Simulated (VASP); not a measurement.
# GaO3 (Im-3m) in VASP: further runs, part 2 of 2

VASP 6.6.1. Earlier steps stand in the parts before.

## (6) Relaxation of cell and atoms, PBE

Input file INCAR:

```
PREC = Accurate
ENCUT = 600
EDIFF = 1E-6
ISMEAR = 0
SIGMA = 0.1
LREAL = False
LASPH = True
NELM = 100
ALGO = Normal
ISIF = 3
LWAVE = False
LCHARG = False
GGA = PE
IBRION = 2
NSW = 100
EDIFFG = -0.01
```

Input file KPOINTS:

```
Automatic mesh
0
Gamma
  16 16 16
```

Input file POSCAR:

```
GaO3
1.0
   -2.0756085324      2.0756085324      2.0756085324
    2.0756085324     -2.0756085324      2.0756085324
    2.0756085324      2.0756085324     -2.0756085324
Ga O
1 3
Direct
    0.0000000000      0.0000000000      0.0000000000
    0.0000000000      0.5000000000      0.5000000000
    0.5000000000      0.0000000000      0.5000000000
    0.5000000000      0.5000000000      0.0000000000
```

Potentials or basis: VASP PAW PBE potentials, release 64 (Ga_d, O).

Run with:

```
> cat potpaw_PBE.64/Ga_d/POTCAR potpaw_PBE.64/O/POTCAR > POTCAR
> mpirun -np 1 vasp_std > vasp.out
```

OUTCAR:

```text
PREC = Accurate
   ENCUT = 600
   EDIFF = 1E-6
   ISMEAR = 0
   LREAL = False
   LASPH = True
   NELM = 100
   ISIF = 3
   GGA = PE
   IBRION = 2
   NSW = 100
   EDIFFG = -0.01

 ion  position               nearest neighbor table
   1  0.000  0.000  0.000-   2 2.08   3 2.08   4 2.08   2 2.08   3 2.08   4 2.08
   2  0.000  0.500  0.500-   1 2.08   1 2.08
   3  0.500  0.000  0.500-   1 2.08   1 2.08
   4  0.500  0.500  0.000-   1 2.08   1 2.08

  LATTYP: Found a body centered cubic cell.
 ALAT       =     4.1512170648

  Lattice vectors:

 A1 = (  -2.0756085324,   2.0756085324,   2.0756085324)
 A2 = (   2.0756085324,  -2.0756085324,   2.0756085324)
 A3 = (   2.0756085324,   2.0756085324,  -2.0756085324)

Analysis of symmetry for initial positions (statically):
=====================================================================
 Subroutine PRICEL returns:
 Original cell was already a primitive cell.

 Routine SETGRP: Setting up the symmetry group for a
 body centered cubic supercell.

[... 177 lines left out ...]
  Direction    XX          YY          ZZ          XY          YZ          ZX
  --------------------------------------------------------------------------------------
  -------------------------------------------------------------------------------------
  Total        0.3415328      0.3415328      0.3415328      0.0000000      0.0000000      0.0000000
  in kB       15.2984235     15.2984235     15.2984235      0.0000000      0.0000000      0.0000000
  external PRESSURE =      15.2984235 kB  Pullay stress =       0.0000000 kB
[... 63 lines left out ...]
--------------------------------------- Ionic step        3  -------------------------------------------

 number of electron      30.9999989 magnetization

 Free energy of the ion-electron system (eV)
  ---------------------------------------------------
  ext. energy  EPLUGINS =         0.00000000
  ---------------------------------------------------
  free energy    TOTEN  =       -18.16380188 eV

  energy without entropy =      -18.15051244  energy(sigma->0) =      -18.15715716

 E-fermi :   5.5995     XC(G=0): -12.2349

 val. band max:        5.5848929563   @ k =   0.1875   0.1250   0.1250
 cond. band min:       5.5999131466   @ k =  -0.3125  -0.4375   0.0625
 fundamental gap:      0.0150201903
 Fermi energy:         5.5994921452

 k-point     1 :       0.0000    0.0000    0.0000
  band No.  band energies     occupation
      1     -15.9117      2.00000
      2     -11.6295      2.00000
      3     -11.6295      2.00000
      4      -9.2945      2.00000
      5      -9.2945      2.00000
      6      -9.2945      2.00000
[... 505 lines left out ...]
      6      -9.2743      2.00000
[... 11 lines left out ...]
     18       9.1463      0.00000
     19      13.5598      0.00000

 [... further k-points ...]

------------------------ aborting loop because EDIFF is reached ----------------------------------------

  FORCE on cell =-STRESS in cart. coord.  units (eV):
  Direction    XX          YY          ZZ          XY          YZ          ZX
  --------------------------------------------------------------------------------------
  -------------------------------------------------------------------------------------
  Total        0.0000020      0.0000020      0.0000020     -0.0000000     -0.0000000     -0.0000000
  in kB        0.0000898      0.0000898      0.0000898     -0.0000000     -0.0000000     -0.0000000
  external PRESSURE =       0.0000898 kB  Pullay stress =       0.0000000 kB
[... 19 lines left out ...]
  FREE ENERGIE OF THE ION-ELECTRON SYSTEM (eV)
  ---------------------------------------------------
  free  energy   TOTEN  =       -18.1638018768 eV

  energy  without entropy=      -18.1505124370  energy(sigma->0) =      -18.15715716

 reached required accuracy - stopping structural energy minimisation
```

It took 5.4 min on 1 thread of AMD EPYC 7R13, shared host; peak memory 0.23 GiB.

What came out:

| Item | Value |
| --- | --- |
| Free energy | -18.1638 eV |
| Relaxed volume | 9.02 Å³/atom |
| Relaxed cell | a = 3.606 Å, b = 3.606 Å, c = 3.606 Å, α = 109.47°, β = 109.47°, γ = 109.47° |
| Space group after relaxing (to 0.1 Å) | Im-3m (No. 229) |
| Energy gained by relaxing | 0.4 meV/atom |
| Ionic steps | 3 |
| Pressure after relaxing | 0.0 GPa |
| Band gap on the k mesh | zero (an odd number of electrons rules out a gap without spin polarisation) |

Step by step:
```
step  energy change (eV)  largest force (eV/Å)  pressure (GPa)  volume (Å³)
   1              0.0000                0.0000            1.53        35.77
   2             -0.0013                0.0000           -0.63        36.21
   3             -0.0015                0.0000            0.00        36.08
```

Final structure:
```xyz
4
Lattice="-2.0817 2.0817 2.0817 2.0817 -2.0817 2.0817 2.0817 2.0817 -2.0817" Properties=species:S:1:pos:R:3 pbc="T T T"
Ga    0.0000    0.0000    0.0000
O     2.0817    0.0000    0.0000
O     0.0000    2.0817    0.0000
O     0.0000    0.0000    2.0817
```

Caveat: an odd number of electrons without spin polarisation forces a metal; a magnetic or distorted state may lie lower.

## (7) Summary

| task | cell | k mesh | cutoff (eV) | gap on the mesh (eV) | pressure (GPa) | relaxed volume (Å³/atom) |
| --- | --- | --- | --- | --- | --- | --- |
| single point | a = 3.595 Å, angles 109.5°, 4 atoms | 6 × 6 × 6 | 520 | none | 0.4 | - |
| single point | a = 4.129 Å, angles 109.5°, 4 atoms | 6 × 6 × 6 | 520 | none | -27.5 | - |
| relaxation of cell and atoms | relaxed from a = 4.129 Å, angles 109.5°, 4 atoms | 6 × 6 × 6 | 600 | none | -0.2 | 8.97 |
| single point | a = 3.604 Å, angles 109.5°, 4 atoms | 16 × 16 × 16 | 520 | none | 0.5 | - |
| relaxation of cell and atoms | relaxed from a = 3.595 Å, angles 109.5°, 4 atoms | 16 × 16 × 16 | 600 | none | 0.0 | 9.02 |

Alike in all rows: level PBE; potentials or basis VASP PAW PBE potentials, release 64 (Ga_d, O); no spin polarisation; smearing gaussian 0.1 eV.

Caveats: an odd number of electrons without spin polarisation forces a metal; a magnetic or distorted state may lie lower; the cell stands under tension (at least some runs); the volume moved by over 15 % at a fixed basis, so the end points are rough (at least some runs).

Absolute energies hang on the potentials; compare differences alone.

The gap in the log of VASP goes by the Fermi energy; the results here count the filled bands.